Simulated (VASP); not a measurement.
# F (C2/m) in VASP: a series of runs

Runs on F. Level: PBEsol. Tasks: single point.

Everything below comes from runs of VASP 6.6.1. Logs are shortened: lines on timing, memory, paths and dates and some standing lists are left out, and cuts for length are marked.

### 1 The cell of the first run

The structure is monoclinic, space group C2/m (No. 12). The conventional cell has a = 6.250 Å, b = 3.469 Å, c = 7.342 Å, α = 90.00°, β = 113.16°, γ = 90.00°. F (site symmetry m) has 1 F at 1.37 Å within 1.8 Å. F (site symmetry m) has 1 F at 1.37 Å within 1.8 Å.

### 2 Single point, PBEsol

The input, INCAR:

```
PREC = Accurate
ENCUT = 520
EDIFF = 1E-6
ISMEAR = 0
SIGMA = 0.05
LREAL = F
LASPH = T
NELM = 100
ALGO = Normal
ISIF = 2
LWAVE = F
LCHARG = T
GGA = PS
LELF = T
LVHAR = T
NBANDS = 22
```

The input, KPOINTS:

```
Automatic mesh
0
Gamma
  4 4 2
```

The input, POSCAR:

```
F
1.0
    3.1159682258     -1.7343150610     -0.2403303506
    3.1159682258      1.7343150610     -0.2403303506
   -2.3598929825      0.0000000000      6.9524671641
F
4
Direct
    0.0848459664      0.0848459664      0.0940038325
    0.9151540336      0.9151540336      0.9059961675
    0.5015719855      0.5015719855      0.5937195244
    0.4984280145      0.4984280145      0.4062804756
```

Potentials or basis: VASP PAW PBE potentials, release 64 (F).

Started as:

```sh
> cat potpaw_PBE.64/F/POTCAR > POTCAR
> mpirun -np 1 vasp_std > vasp.out
```

OUTCAR:

```text
PREC = Accurate
   ENCUT = 520
   EDIFF = 1E-6
   ISMEAR = 0
   LREAL = F
   LASPH = T
   NELM = 100
   ISIF = 2
   GGA = PS

 ion  position               nearest neighbor table
   1  0.085  0.085  0.094-   2 1.37
   2  0.915  0.915  0.906-   1 1.37
   3  0.502  0.502  0.594-   4 1.37
   4  0.498  0.498  0.406-   3 1.37

  LATTYP: Found a base centered monoclinic cell.
 ALAT       =     6.2504453159
 B/A-ratio  =     0.5549412797
 C/A-ratio  =     1.1746464453
 COS(beta)  =    -0.3932887867

  Lattice vectors:

 A1 = (   3.1159682258,  -1.7343150610,  -0.2403303506)
 A2 = (   3.1159682258,   1.7343150610,  -0.2403303506)
 A3 = (  -2.3598929825,   0.0000000000,   6.9524671641)

Analysis of symmetry for initial positions (statically):
=====================================================================
 Subroutine PRICEL returns:
 Original cell was already a primitive cell.

 Routine SETGRP: Setting up the symmetry group for a
 base centered monoclinic supercell.

 Subroutine GETGRP returns: Found  4 space group operations
 (whereof  4 operations were pure point group operations)
 out of a pool of  4 trial point group operations.

The static configuration has the point symmetry C_2h.

Analysis of symmetry for dynamics (positions and initial velocities):
=====================================================================
 Subroutine PRICEL returns:
 Original cell was already a primitive cell.

 Routine SETGRP: Setting up the symmetry group for a
 base centered monoclinic supercell.

 Subroutine GETGRP returns: Found  4 space group operations
 (whereof  4 operations were pure point group operations)
 out of a pool of  4 trial point group operations.

The dynamic configuration has the point symmetry C_2h.

 Subroutine INISYM returns: Found  4 space group operations
 (whereof  4 operations are pure point group operations),
 and found     1 'primitive' translations

----------------------------------------------------------------------------------------

                                     Primitive cell

  volume of cell :      73.1760

  direct lattice vectors                    reciprocal lattice vectors
     3.115968226 -1.734315061 -0.240330351     0.164777639 -0.288298252  0.055930878
     3.115968226  1.734315061 -0.240330351     0.164777639  0.288298252  0.055930878
    -2.359892982  0.000000000  6.952467164     0.011391947  0.000000000  0.147700629

  length of vectors
     3.574194370  3.574194370  7.342063372     0.336742952  0.336742952  0.148139300

  position of ions in fractional coordinates (direct lattice)
     0.084845966  0.084845966  0.094003833
     0.915154034  0.915154034  0.905996167
     0.501571986  0.501571986  0.593719524
     0.498428015  0.498428015  0.406280476

  ion indices of the primitive-cell ions
   primitive index   ion index
                 1           1
                 2           2
                 3           3
                 4           4

----------------------------------------------------------------------------------------

 KPOINTS: Automatic mesh

Automatic generation of k-mesh.
 Grid dimensions read from file:
 generate k-points for:    4    4    2

 Generating k-lattice:

  Cartesian coordinates                     Fractional coordinates (reciprocal lattice)
     0.041194410 -0.072074563  0.013982720     0.250000000 -0.000000000  0.000000000
     0.041194410  0.072074563  0.013982720    -0.000000000  0.250000000  0.000000000
     0.005695973  0.000000000  0.073850315     0.000000000  0.000000000  0.500000000

  Length of vectors
     0.084185738  0.084185738  0.074069650

  Shift w.r.t. Gamma in fractional coordinates (k-lattice)
     0.000000000  0.000000000  0.000000000

 Subroutine IBZKPT returns following result:
 ===========================================

 Found     14 irreducible k-points:

 Following reciprocal coordinates:
            Coordinates               Weight
  0.000000  0.000000  0.000000      1.000000
  0.250000  0.000000  0.000000      4.000000
  0.500000  0.000000  0.000000      2.000000
  0.250000  0.250000  0.000000      2.000000
  0.500000  0.250000  0.000000      4.000000
 -0.250000  0.250000  0.000000      2.000000
  0.500000  0.500000  0.000000      1.000000
  0.000000  0.000000  0.500000      1.000000
  0.250000  0.000000  0.500000      4.000000
  0.500000 -0.000000  0.500000      2.000000
  0.250000  0.250000  0.500000      2.000000
  0.500000  0.250000  0.500000      4.000000
 -0.250000  0.250000  0.500000      2.000000
  0.500000  0.500000  0.500000      1.000000
   k-points           NKPTS =     14   k-points in BZ     NKDIM =     14   number of bands    NBANDS=     22
   number of dos      NEDOS =    301   number of ions     NIONS =      4
   total plane-waves  NPLWV =  43904
   dimension x,y,z NGX =    28 NGY =   28 NGZ =   56
   dimension x,y,z NGXF=    56 NGYF=   56 NGZF=  112
   ions per type =               4
   NGX,Y,Z   is equivalent  to a cutoff of  13.02, 13.02, 12.68 a.u.
   NGXF,Y,Z  is equivalent  to a cutoff of  26.05, 26.05, 25.36 a.u.
 SYSTEM =  unknown system
   PREC   = accura    normal or accurate (medium, high low for compatibility)
   ISTART =      0    job   : 0-new  1-cont  2-samecut
   ICHARG =      2    charge: 1-file 2-atom 10-const
   ISPIN  =      1    spin polarized calculation?
   LNONCOLLINEAR =      F non collinear calculations
   LSORBIT =      F    spin-orbit coupling
   LASPH  =      T    aspherical Exc in radial PAW
   ENCUT  =  520.0 eV  38.22 Ry    6.18 a.u.   6.65  6.65 13.65*2*pi/ulx,y,z
   NELM   =    100;   NELMIN=  2; NELMDL= -5     # of ELM steps
   EDIFF  = 0.1E-05   stopping-criterion for ELM
   LREAL  =      F    real-space projection
   EDIFFG = 0.1E-04   stopping-criterion for IOM
   NSW    =      0    number of steps for IOM
   IBRION =     -1    ionic relax: 0-MD 1-quasi-New 2-CG
   NFREE  =      0    steps in history (QN), initial steepest desc. (CG)
   ISIF   =      2    stress and relaxation
   ISYM   =      2    0-nonsym 1-usesym 2-fastsym
   POTIM  = 0.5000    time-step for ionic-motion
   TEBEG  =    0.0;   TEEND  =   0.0 temperature during run
   PSTRESS=    0.0 pullay stress
   NELECT =      28.0000    total number of electrons
   NUPDOWN=      -1.0000    fix difference up-down
   EMIN   =  10.00;   EMAX   =-10.00  energy-range for DOS
   EFERMI =   0.00;   METHOD = LEGACY
   ISMEAR =     0;   SIGMA  =   0.05  broadening in eV -4-tet -1-fermi 0-gaus
   EFERMI_NEDOS =   21; number of points for ismear=-14 and -15
   IALGO  =     38    algorithm
   IMIX   =      4    mixing-type and parameters
     AMIX     =   0.40;   BMIX     =  1.00
     AMIX_MAG =   1.60;   BMIX_MAG =  1.00
  volume/ion in A,a.u.               =      18.29       123.45
  Fermi-wavevector in a.u.,A,eV,Ry     =   1.188515  2.245967 19.219149  1.412568
  Thomas-Fermi vector in A             =   2.324643
   LORBIT       =      0    0 simple, 1 ext, 2 COOP (PROOUT), +10 PAW based schemes
   GGA     = PS    functional components
   LHFCALC =     F    Hartree Fock is set to
   AEXX    =    0.0000 exact exchange contribution
   IVDW    =     0    specifies the selected vdW correction
   LEPSILON=     F    determine dielectric tensor
   LRPA    =     F    only Hartree local field effects (RPA)
 non-spin polarized calculation
 Gauss-broadening in eV      SIGMA  =   0.05
  energy-cutoff  :      520.00
  volume of cell :       73.18
 maximum number of plane-waves:      2000
 NGX is ok and might be reduce to    28
   NGX = 13   NGY = 13   NGZ = 27

 number of electron      28.0000008 magnetization

 Free energy of the ion-electron system (eV)
  ---------------------------------------------------
  ext. energy  EPLUGINS =         0.00000000
  ---------------------------------------------------
  free energy    TOTEN  =        -7.72620744 eV

  energy without entropy =       -7.72620744  energy(sigma->0) =       -7.72620744

 E-fermi :  -5.1869     XC(G=0):  -6.9445

 val. band max:       -5.4316733804   @ k =   0.5000   0.5000   0.0000
 cond. band min:      -2.0531632140   @ k =   0.0000   0.0000   0.0000
 fundamental gap:      3.3785101664
 Fermi energy:        -5.1869307251

 k-point     1 :       0.0000    0.0000    0.0000
  band No.  band energies     occupation
      1     -31.1739      2.00000
      2     -31.0204      2.00000
      3     -23.8978      2.00000
      4     -23.6031      2.00000
      5     -12.4413      2.00000
      6     -11.7938      2.00000
[... 14 lines left out ...]
     21      14.2721      0.00000
     22      14.4348      0.00000

 k-point     2 :       0.2500    0.0000    0.0000
  band No.  band energies     occupation
      1     -31.1507      2.00000
      2     -31.0080      2.00000
      3     -23.8466      2.00000
      4     -23.6324      2.00000
      5     -12.3438      2.00000
      6     -11.8789      2.00000
[... 14 lines left out ...]
     21      11.7691      0.00000
     22      13.5672      0.00000

 k-point     3 :       0.5000    0.0000    0.0000
  band No.  band energies     occupation
      1     -31.1266      2.00000
      2     -30.9960      2.00000
      3     -23.7683      2.00000
      4     -23.6897      2.00000
      5     -12.1436      2.00000
      6     -12.0650      2.00000
[... 14 lines left out ...]
     21      10.5862      0.00000
     22      10.9419      0.00000
[... 226 lines left out ...]
 k-point    13 :      -0.2500    0.2500    0.5000
  band No.  band energies     occupation
      1     -31.1265      2.00000
      2     -30.9957      2.00000
      3     -23.7683      2.00000
      4     -23.6898      2.00000
      5     -12.1377      2.00000
      6     -12.0626      2.00000
[... 14 lines left out ...]
     21      11.0156      0.00000
     22      11.0216      0.00000

 k-point    14 :       0.5000    0.5000    0.5000
  band No.  band energies     occupation
      1     -31.1275      2.00000
      2     -30.9968      2.00000
      3     -23.7864      2.00000
      4     -23.7083      2.00000
      5     -12.1720      2.00000
      6     -12.0970      2.00000
[... 14 lines left out ...]
     21       9.4206      0.00000
     22       9.6550      0.00000

------------------------ aborting loop because EDIFF is reached ----------------------------------------

  FORCE on cell =-STRESS in cart. coord.  units (eV):
  Direction    XX          YY          ZZ          XY          YZ          ZX
  --------------------------------------------------------------------------------------
  -------------------------------------------------------------------------------------
  Total        0.5143872     -0.2213102      4.0474263      0.0000000      0.0000000      0.2858076
  in kB       11.2624287     -4.8455531     88.6177797      0.0000000      0.0000000      6.2577138
  external PRESSURE =      31.6782184 kB  Pullay stress =       0.0000000 kB

 VOLUME and BASIS-vectors are now :
 -----------------------------------------------------------------------------
  energy-cutoff  :      520.00
  volume of cell :       73.18
      direct lattice vectors                 reciprocal lattice vectors
     3.115968226 -1.734315061 -0.240330351     0.164777639 -0.288298252  0.055930878
     3.115968226  1.734315061 -0.240330351     0.164777639  0.288298252  0.055930878
    -2.359892982  0.000000000  6.952467164     0.011391947  0.000000000  0.147700629

 POSITION                                       TOTAL-FORCE (eV/Angst)
 -----------------------------------------------------------------------------------
      0.30692      0.00000      0.61278         0.802840      0.000000      1.587534
      3.56513      0.00000      5.85903        -0.802840      0.000000     -1.587534
      1.72465      0.00000      3.88673        -0.553895      0.000000      1.696915
      2.14739      0.00000      2.58508         0.553895      0.000000     -1.696915
 -----------------------------------------------------------------------------------
    total drift:                                0.000000      0.000000     -0.000000

  FREE ENERGIE OF THE ION-ELECTRON SYSTEM (eV)
  ---------------------------------------------------
  free  energy   TOTEN  =        -7.7262074439 eV

  energy  without entropy=       -7.7262074439  energy(sigma->0) =       -7.72620744
```

Wall time 40 s (1 thread of Intel Xeon 8259CL, shared host); peak memory 0.19 GiB.

Results:

| Property | Result |
| --- | --- |
| Free energy | -7.7262 eV |
| Pressure | 3.2 GPa |
| Largest force | 1.785 eV/Å |
| Band gap on the k mesh | 3.38 eV, indirect (least direct gap 3.48 eV) |

Forces in eV/Å, atoms in the order of the input:
```
F    0.803  0.000  1.588
F   -0.803  0.000 -1.588
F   -0.554  0.000  1.697
F    0.554  0.000 -1.697
```

Caveat: the k points lie up to 0.53 Å⁻¹ apart; the PAW data sets were made with another functional, which shifts forces and pressure a little. A hybrid or GW would open this gap; PBEsol tends to underestimate it.

### 3 Single point, PBEsol

The input, INCAR:

```
ALGO     = Normal         # electronic algorithm
EDIFF    = 1E-6           # SCF threshold, eV
ENCUT    = 520            # plane-wave cutoff, eV
GGA      = PS             # functional
ISIF     = 2              # what is computed and relaxed
ISMEAR   = 0              # smearing method
LASPH    = T              # aspherical terms in the spheres
LCHARG   = F              # write CHGCAR
LREAL    = F              # projectors in reciprocal space
LWAVE    = F              # write WAVECAR
NBANDS   = 22             # bands
NELM     = 100            # most SCF steps
PREC     = Accurate       # precision mode
SIGMA    = 0.05           # smearing width, eV
```

The input, KPOINTS:

```
k-points
0
Gamma
  4 4 2
```

The input, POSCAR:

```
F
1.0
    3.1832009720     -1.7159019841     -0.2455159199
    3.1832009720      1.7159019841     -0.2455159199
   -2.4275240368      0.0000000000      6.8858021375
F
4
Direct
    0.0848459664      0.0848459664      0.0940038325
    0.9151540336      0.9151540336      0.9059961675
    0.5015719855      0.5015719855      0.5937195244
    0.4984280145      0.4984280145      0.4062804756
```

Potentials or basis: VASP PAW PBE potentials, release 64 (F).

Started as:

```sh
> cat potpaw_PBE.64/F/POTCAR > POTCAR
> mpirun -np 1 vasp_std > vasp.out
```

Run time: 38 s. Hardware: 1 thread of Intel Xeon 8259CL, shared host; peak memory 0.18 GiB.

It converged, with:

```yaml
Free_energy: -7.6933 eV
Pressure: 3.9 GPa
Largest_force: 2.179 eV/Å
Band_gap_on_the_k_mesh: 3.50 eV, indirect (least direct gap 3.61 eV)
```

Forces on the atoms (eV/Å):
```
F    1.003  0.000  1.922
F   -1.003  0.000 -1.922
F   -0.698  0.000  2.064
F    0.698  0.000 -2.064
```

Stress tensor (GPa, compression positive):
```
 1.56  0.00  0.74
 0.00 -0.47  0.00
 0.74  0.00 10.75
```

Levels at points of the mesh, in eV from the valence-band top:
```
           k point  band 11  band 12  band 13  band 14  band 15  band 16  band 17  band 18
(0.00, 0.00, 0.00)    -0.41    -0.19    -0.15    -0.11     3.50     4.29     8.50    11.02
(0.50, 0.00, 0.00)    -0.41    -0.36    -0.32    -0.22     3.94     4.01    12.49    12.64
(0.50, 0.50, 0.00)    -0.36    -0.29    -0.20     0.00     3.89     3.98    12.60    12.70
(0.00, 0.00, 0.50)    -0.34    -0.24    -0.18    -0.11     3.82     3.89     9.42     9.44
(0.50, 0.00, 0.50)    -0.55    -0.40    -0.23    -0.08     3.78     4.16    12.43    13.23
(0.50, 0.50, 0.50)    -0.38    -0.28    -0.18    -0.11     3.92     3.99    12.14    12.29
```

Caveat: the k points lie up to 0.53 Å⁻¹ apart; the PAW data sets were made with another functional, which shifts forces and pressure a little. As with any semilocal functional, this PBEsol gap is likely too small.

(Continued in part 2 of 2.)
